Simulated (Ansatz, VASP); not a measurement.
## Pd3C in VASP and in Ansatz

```
CELL_PARAMETERS angstrom
3.79323 0.00000 0.00000
0.00000 3.79323 0.00000
0.00000 0.00000 3.79323
ATOMIC_POSITIONS crystal
Pd 0.00000 0.50000 0.50000
Pd 0.50000 0.00000 0.50000
Pd 0.50000 0.50000 0.00000
C 0.00000 0.00000 0.00000
```

Alike in both runs: functional PBE; k mesh 6 × 6 × 6; occupations gaussian, width 0.1 eV; no spin polarisation.

Ansatz relaxed the structure, and its values are those at the end. VASP's run is a single point on that final structure, the one shown.

|  | VASP | Ansatz |
| --- | --- | --- |
| version | VASP 6.6.1 | Ansatz 0.2.0 |
| potentials or method | VASP PAW PBE potentials, release 64 (Pd, C), cutoff 520 eV | scalar-relativistic, plane waves, PAW |
| valence electrons in the cell | 34 | 58 |

```csv
,VASP,Ansatz,Ansatz less VASP
gap on the k mesh at the Fermi level (eV),none,none,-
pressure (GPa),-0.3,0.0,+0.31
```

A gap of «none» marks a metal or a gap that the smearing closes. VASP's potentials hold 34 valence electrons a cell and Ansatz's 58, so a difference there can come from the potentials and not from the codes.
